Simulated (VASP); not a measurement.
Wanted: the native input for a VASP 6.6.1 run.

| Property | Result |
| --- | --- |
| Task | single point |
| Functional | r2SCAN |
| Potentials or basis | VASP PAW PBE potentials, release 64 (P) |
| Cutoff | 520 eV |
| k mesh | 8 × 1 × 6 |
| Occupations | gaussian, width 0.05 eV |
| Spin | no spin polarisation |
| Dipole correction | no |
| Further INCAR settings | ALGO = Normal; EDIFF = 1e-07; NBANDS = 18 |

The system is P, a slab with vacuum.

```
CELL_PARAMETERS angstrom
3.23447 0.00000 0.00000
0.00000 34.33418 0.00000
0.00000 0.00000 4.49312
ATOMIC_POSITIONS crystal
P 0.00000 0.97026 0.59215
P 0.00000 0.02974 0.40785
P 0.50000 0.02974 0.09215
P 0.50000 0.97026 0.90785
```

This cell differs from its parent crystal: strain -0.015 along x and y, -0.030 along z.

One way to write it, as run:

POSCAR

```
P
1.0
    3.2344718042      0.0000000000      0.0000000000
    0.0000000000     34.3341755251      0.0000000000
    0.0000000000      0.0000000000      4.4931221687
P
4
Direct
    0.0000000000      0.9702614300      0.5921507200
    0.0000000000      0.0297385700      0.4078492800
    0.5000000000      0.0297385700      0.0921507200
    0.5000000000      0.9702614300      0.9078492800
```

INCAR.step1

```
PREC     = Accurate       # precision mode
ENCUT    = 520            # plane-wave cutoff, eV
ISMEAR   = 0              # smearing method
SIGMA    = 0.05           # smearing width, eV
LREAL    = False          # projectors in reciprocal space
LASPH    = True           # aspherical terms in the spheres
NELM     = 80             # most SCF steps
NBANDS   = 18             # bands
GGA      = PE             # functional
ALGO     = Normal         # electronic algorithm
EDIFF    = 1E-4           # SCF threshold, eV
LWAVE    = True           # write WAVECAR
LCHARG   = False          # write CHGCAR
```

INCAR.step2

```
PREC     = Accurate       # precision mode
ENCUT    = 520            # plane-wave cutoff, eV
EDIFF    = 1E-7           # SCF threshold, eV
ISMEAR   = 0              # smearing method
SIGMA    = 0.05           # smearing width, eV
LREAL    = False          # projectors in reciprocal space
LASPH    = True           # aspherical terms in the spheres
NELM     = 80             # most SCF steps
ALGO     = Normal         # electronic algorithm
ISIF     = 2              # what is computed and relaxed
LWAVE    = False          # write WAVECAR
LCHARG   = False          # write CHGCAR
METAGGA  = R2SCAN         # meta-GGA
LMIXTAU  = True         
NBANDS   = 18             # bands
ISTART   = 1
```

KPOINTS

```
regular mesh
0
Gamma
  8 1 6
```

Potentials or basis: VASP PAW PBE potentials, release 64 (P).

Command:

```console
$ cat potpaw_PBE.64/P/POTCAR > POTCAR
$ cp INCAR.step1 INCAR
$ mpirun -np 1 vasp_std > vasp.out
$ cp INCAR.step2 INCAR
$ mpirun -np 1 vasp_std > vasp.out
```

Results of the run:

```json
{
  "Largest force": "0.623 eV/Å",
  "Band gap on the k mesh": "1.00 eV"
}
```

Caveat: the cell differs from its parent crystal (strain -0.015 along x and y, -0.030 along z); there is no dipole correction, which matters where the two faces differ; the PAW data sets were made with another functional, which shifts forces and pressure a little.

Wall time 8.5 min on 1 thread of Intel(R) Xeon(R) 6975P-C (Granite Rapids), with other jobs on the host, peak memory 0.6 GiB.
